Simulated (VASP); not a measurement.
# BN in VASP: a series of runs

Runs on BN. Level: PBE. Tasks: electric field gradients.

Everything below comes from runs of VASP 6.6.1. Logs are shortened: lines on timing, memory, paths and dates and some standing lists are left out, and cuts for length are marked.

## (1) The cell of the first run

The structure is cubic, space group F-43m (No. 216). The conventional cell has a = 3.627 Å, b = 3.627 Å, c = 3.627 Å, α = 90.00°, β = 90.00°, γ = 90.00°. Within 2.1 Å of B (site symmetry -43m) lie 4 N at 1.57 Å. Within 2.1 Å of N (site symmetry -43m) lie 4 B at 1.57 Å.

## (2) Electric field gradients, PBE (volume scaled by 1.01)

The input, INCAR:

```
PREC = Accurate ; ENCUT = 520
EDIFF = 1E-8 ; ISMEAR = -1
SIGMA = 0.03 ; LREAL = False
LASPH = True ; NELM = 100
ALGO = Normal ; ISIF = 2
LWAVE = False ; LCHARG = False
GGA = PE ; LEFG = True
NBANDS = 11
```

The input, KPOINTS:

```
Automatic mesh
0
Gamma
  13 13 13
```

The input, POSCAR:

```
BN
1.0
    0.0000000000      1.8135050275      1.8135050275
    1.8135050275      0.0000000000      1.8135050275
    1.8135050275      1.8135050275      0.0000000000
B N
1 1
Direct
    0.0000000000      0.0000000000      0.0000000000
    0.7500000000      0.7500000000      0.7500000000
```

Potentials or basis: VASP PAW PBE potentials, release 64 (B, N).

Command:

```sh
> cat potpaw_PBE.64/B/POTCAR potpaw_PBE.64/N/POTCAR > POTCAR
> mpirun -np 1 vasp_std > vasp.out
```

OUTCAR:

```text
PREC = Accurate
   ENCUT = 520
   EDIFF = 1E-8
   ISMEAR = -1
   LREAL = False
   LASPH = True
   NELM = 100
   ISIF = 2
   GGA = PE

 ion  position               nearest neighbor table
   1  0.000  0.000  0.000-   2 1.57   2 1.57   2 1.57   2 1.57
   2  0.750  0.750  0.750-   1 1.57   1 1.57   1 1.57   1 1.57

  LATTYP: Found a face centered cubic cell.
 ALAT       =     3.6270100550

  Lattice vectors:

 A1 = (   0.0000000000,   1.8135050275,   1.8135050275)
 A2 = (   1.8135050275,   0.0000000000,   1.8135050275)
 A3 = (   1.8135050275,   1.8135050275,   0.0000000000)

Analysis of symmetry for initial positions (statically):
=====================================================================
 Subroutine PRICEL returns:
 Original cell was already a primitive cell.

 Routine SETGRP: Setting up the symmetry group for a
 face centered cubic supercell.

 Subroutine GETGRP returns: Found 24 space group operations
 (whereof 24 operations were pure point group operations)
 out of a pool of 48 trial point group operations.

The static configuration has the point symmetry T_d .

Analysis of symmetry for dynamics (positions and initial velocities):
=====================================================================
 Subroutine PRICEL returns:
 Original cell was already a primitive cell.

 Routine SETGRP: Setting up the symmetry group for a
 face centered cubic supercell.

 Subroutine GETGRP returns: Found 24 space group operations
 (whereof 24 operations were pure point group operations)
 out of a pool of 48 trial point group operations.

The dynamic configuration has the point symmetry T_d .

 Subroutine INISYM returns: Found 24 space group operations
 (whereof 24 operations are pure point group operations),
 and found     1 'primitive' translations

----------------------------------------------------------------------------------------

                                     Primitive cell

  volume of cell :      11.9285

  direct lattice vectors                    reciprocal lattice vectors
     0.000000000  1.813505027  1.813505027    -0.275709189  0.275709189  0.275709189
     1.813505027  0.000000000  1.813505027     0.275709189 -0.275709189  0.275709189
     1.813505027  1.813505027  0.000000000     0.275709189  0.275709189 -0.275709189

  length of vectors
     2.564683405  2.564683405  2.564683405     0.477542323  0.477542323  0.477542323

  position of ions in fractional coordinates (direct lattice)
     0.000000000  0.000000000  0.000000000
     0.750000000  0.750000000  0.750000000

  ion indices of the primitive-cell ions
   primitive index   ion index
                 1           1
                 2           2

----------------------------------------------------------------------------------------

 KPOINTS: Automatic mesh

Automatic generation of k-mesh.
 Grid dimensions read from file:
 generate k-points for:   13   13   13

 Generating k-lattice:

  Cartesian coordinates                     Fractional coordinates (reciprocal lattice)
    -0.021208399  0.021208399  0.021208399     0.076923077  0.000000000  0.000000000
     0.021208399 -0.021208399  0.021208399     0.000000000  0.076923077  0.000000000
     0.021208399  0.021208399 -0.021208399     0.000000000  0.000000000  0.076923077

  Length of vectors
     0.036734025  0.036734025  0.036734025

  Shift w.r.t. Gamma in fractional coordinates (k-lattice)
     0.000000000  0.000000000  0.000000000

 Subroutine IBZKPT returns following result:
 ===========================================

 Found     84 irreducible k-points:

 Following reciprocal coordinates:
            Coordinates               Weight
  0.000000  0.000000  0.000000      1.000000
  0.076923  0.000000  0.000000      8.000000
  0.153846  0.000000  0.000000      8.000000
  0.230769  0.000000  0.000000      8.000000
  0.307692  0.000000  0.000000      8.000000
  0.384615  0.000000  0.000000      8.000000
[... 16 lines left out ...]
  0.384615  0.153846  0.000000     24.000000
  0.461538  0.153846  0.000000     24.000000
 [... further k-points ...]
   k-points           NKPTS =     84   k-points in BZ     NKDIM =     84   number of bands    NBANDS=     11
   number of dos      NEDOS =    301   number of ions     NIONS =      2
   total plane-waves  NPLWV =   8000
   dimension x,y,z NGX =    20 NGY =   20 NGZ =   20
   dimension x,y,z NGXF=    40 NGYF=   40 NGZF=   40
   ions per type =               1   1
   NGX,Y,Z   is equivalent  to a cutoff of  12.96, 12.96, 12.96 a.u.
   NGXF,Y,Z  is equivalent  to a cutoff of  25.93, 25.93, 25.93 a.u.
 SYSTEM =  unknown system
   PREC   = accura    normal or accurate (medium, high low for compatibility)
   ISTART =      0    job   : 0-new  1-cont  2-samecut
   ICHARG =      2    charge: 1-file 2-atom 10-const
   ISPIN  =      1    spin polarized calculation?
   LNONCOLLINEAR =      F non collinear calculations
   LSORBIT =      F    spin-orbit coupling
   LASPH  =      T    aspherical Exc in radial PAW
   ENCUT  =  520.0 eV  38.22 Ry    6.18 a.u.   4.77  4.77  4.77*2*pi/ulx,y,z
   NELM   =    100;   NELMIN=  2; NELMDL= -5     # of ELM steps
   EDIFF  = 0.1E-07   stopping-criterion for ELM
   LREAL  =      F    real-space projection
   EDIFFG = 0.1E-06   stopping-criterion for IOM
   NSW    =      0    number of steps for IOM
   IBRION =     -1    ionic relax: 0-MD 1-quasi-New 2-CG
   NFREE  =      0    steps in history (QN), initial steepest desc. (CG)
   ISIF   =      2    stress and relaxation
   ISYM   =      2    0-nonsym 1-usesym 2-fastsym
   POTIM  = 0.5000    time-step for ionic-motion
   TEBEG  =    0.0;   TEEND  =   0.0 temperature during run
   PSTRESS=    0.0 pullay stress
   NELECT =       8.0000    total number of electrons
   NUPDOWN=      -1.0000    fix difference up-down
   EMIN   =  10.00;   EMAX   =-10.00  energy-range for DOS
   EFERMI =   0.00;   METHOD = LEGACY
   ISMEAR =    -1;   SIGMA  =   0.03  broadening in eV -4-tet -1-fermi 0-gaus
   EFERMI_NEDOS =   21; number of points for ismear=-14 and -15
   IALGO  =     38    algorithm
   IMIX   =      4    mixing-type and parameters
     AMIX     =   0.40;   BMIX     =  1.00
     AMIX_MAG =   1.60;   BMIX_MAG =  1.00
  volume/ion in A,a.u.               =       5.96        40.25
  Fermi-wavevector in a.u.,A,eV,Ry     =   1.432989  2.707956 27.938969  2.053456
  Thomas-Fermi vector in A             =   2.552556
   LORBIT       =      0    0 simple, 1 ext, 2 COOP (PROOUT), +10 PAW based schemes
   GGA     = PE    functional components
   LHFCALC =     F    Hartree Fock is set to
   AEXX    =    0.0000 exact exchange contribution
   IVDW    =     0    specifies the selected vdW correction
   LEPSILON=     F    determine dielectric tensor
   LRPA    =     F    only Hartree local field effects (RPA)
 non-spin polarized calculation
  energy-cutoff  :      520.00
  volume of cell :       11.93
 maximum number of plane-waves:       331
   NGX =  9   NGY =  9   NGZ =  9

 number of electron       7.9999999 magnetization

 Free energy of the ion-electron system (eV)
  ---------------------------------------------------
  ext. energy  EPLUGINS =         0.00000000
  ---------------------------------------------------
  free energy    TOTEN  =       -17.45100314 eV

  energy without entropy =      -17.45100314  energy(sigma->0) =      -17.45100314

 E-fermi :   7.8063     XC(G=0): -12.7730

 val. band max:        7.2808706101   @ k =   0.0000   0.0000   0.0000
 cond. band min:      11.8032459249   @ k =   0.4615   0.4615   0.0000
 fundamental gap:      4.5223753148
 Fermi energy:         7.8063217548

 k-point     1 :       0.0000    0.0000    0.0000
  band No.  band energies     occupation
      1     -12.8371      2.00000
      2       7.2809      2.00000
      3       7.2809      2.00000
      4       7.2809      2.00000
      5      16.0534      0.00000
      6      16.0534      0.00000
      7      16.0534      0.00000
      8      17.4688      0.00000
      9      31.8467      0.00000
     10      34.9283      0.00000
     11      34.9283      0.00000

 k-point     2 :       0.0769    0.0000    0.0000
  band No.  band energies     occupation
      1     -12.6941      2.00000
      2       6.4991      2.00000
      3       7.1273      2.00000
      4       7.1273      2.00000
      5      16.2260      0.00000
      6      16.2865      0.00000
      7      16.2865      0.00000
      8      17.9593      0.00000
      9      31.6921      0.00000
     10      32.8952      0.00000
     11      32.8952      0.00000

 k-point     3 :       0.1538    0.0000    0.0000
  band No.  band energies     occupation
      1     -12.2698      2.00000
      2       4.6489      2.00000
      3       6.7429      2.00000
      4       6.7430      2.00000
      5      16.4950      0.00000
      6      16.8499      0.00000
      7      16.8499      0.00000
      8      19.1573      0.00000
      9      31.2379      0.00000
     10      31.3602      0.00000
     11      31.3602      0.00000

 k-point     4 :       0.2308    0.0000    0.0000
  band No.  band energies     occupation
      1     -11.5806      2.00000
      2       2.4121      2.00000
      3       6.2778      2.00000
      4       6.2778      2.00000
      5      16.7591      0.00000
      6      17.4408      0.00000
      7      17.4408      0.00000
      8      20.4368      0.00000
      9      30.7097      0.00000
     10      30.7710      0.00000
     11      30.7710      0.00000
[... 239 lines left out ...]
 k-point    22 :       0.3077    0.1538    0.0000
  band No.  band energies     occupation
      1     -10.8215      2.00000
      2       1.7908      2.00000
      3       4.7582      2.00000
      4       5.1576      2.00000
      5      15.4097      0.00000
      6      19.1210      0.00000
      7      19.6537      0.00000
      8      20.0151      0.00000
      9      26.5443      0.00000
     10      33.4655      0.00000
     11      34.8783      0.00000

 k-point    23 :       0.3846    0.1538    0.0000
  band No.  band energies     occupation
      1      -9.8777      2.00000
      2      -0.2196      2.00000
      3       4.5139      2.00000
      4       4.5928      2.00000
      5      15.8100      0.00000
      6      19.3103      0.00000
      7      19.8503      0.00000
      8      20.7338      0.00000
      9      27.4155      0.00000
     10      33.2471      0.00000
     11      35.1656      0.00000

 k-point    24 :       0.4615    0.1538    0.0000
  band No.  band energies     occupation
      1      -8.9010      2.00000
      2      -1.9127      2.00000
      3       4.0423      2.00000
      4       4.4804      2.00000
      5      16.1281      0.00000
      6      19.2890      0.00000
      7      19.7239      0.00000
      8      21.8489      0.00000
      9      28.0285      0.00000
     10      33.3339      0.00000
     11      35.1816      0.00000

 [... further k-points ...]
[... 5 lines left out ...]
  --------------------------------------------------------------------------------------
  -------------------------------------------------------------------------------------
  Total       -0.0355690     -0.0355690     -0.0355690      0.0000000      0.0000000     -0.0000000
  in kB       -4.7774423     -4.7774423     -4.7774423      0.0000000      0.0000000     -0.0000000
  external PRESSURE =      -4.7774423 kB  Pullay stress =       0.0000000 kB

 VOLUME and BASIS-vectors are now :
 -----------------------------------------------------------------------------
  energy-cutoff  :      520.00
  volume of cell :       11.93
      direct lattice vectors                 reciprocal lattice vectors
     0.000000000  1.813505027  1.813505027    -0.275709189  0.275709189  0.275709189
     1.813505027  0.000000000  1.813505027     0.275709189 -0.275709189  0.275709189
     1.813505027  1.813505027  0.000000000     0.275709189  0.275709189 -0.275709189

 POSITION                                       TOTAL-FORCE (eV/Angst)
 -----------------------------------------------------------------------------------
      0.00000      0.00000      0.00000         0.000000      0.000000      0.000000
      2.72026      2.72026      2.72026        -0.000000     -0.000000     -0.000000
 -----------------------------------------------------------------------------------
    total drift:                               -0.000000     -0.000000     -0.000000

  FREE ENERGIE OF THE ION-ELECTRON SYSTEM (eV)
  ---------------------------------------------------
  free  energy   TOTEN  =       -17.4510031442 eV

  energy  without entropy=      -17.4510031442  energy(sigma->0) =      -17.45100314

 Electric field gradients (V/A^2)
---------------------------------------------------------------------
 ion       V_xx      V_yy      V_zz      V_xy      V_xz      V_yz
---------------------------------------------------------------------
   1      -0.000    -0.000    -0.000    -0.000    -0.000    -0.000
   2      -0.000     0.000     0.000    -0.000    -0.000    -0.000
---------------------------------------------------------------------

 Electric field gradients after diagonalization (V/A^2)
 (convention: |V_zz| > |V_xx| > |V_yy|)
----------------------------------------------------------------------
 ion       V_xx      V_yy      V_zz     asymmetry (V_yy - V_xx)/ V_zz
----------------------------------------------------------------------
   1       0.000     0.000    -0.000       0.000
   2       0.000     0.000    -0.000       0.000
----------------------------------------------------------------------

           NMR quadrupolar parameters

 Cq : quadrupolar parameter    Cq=e*Q*V_zz/h
 eta: asymmetry parameters     (V_yy - V_xx)/ V_zz
 Q  : nuclear electric quadrupole moment in mb (millibarn)
----------------------------------------------------------------------
 ion       Cq(MHz)       eta       Q (mb)
----------------------------------------------------------------------
   1      -0.000       0.000       1.000
   2      -0.000       0.000       1.000
----------------------------------------------------------------------
```

Wall time 15 s (1 thread of AMD EPYC 7R43 (Zen 3), shared host); peak memory 0.09 GiB.

Results:

- Free energy: -17.4510 eV
- Pressure: -0.5 GPa
- Band gap on the k mesh: 4.52 eV, indirect (least direct gap 8.77 eV)

Caveat: without QUAD_EFG the Cq values of the log hold for a quadrupole moment of 1 mb, not for the nuclei. A k mesh can miss the band edges.

(Continued in part 2 of 3.)
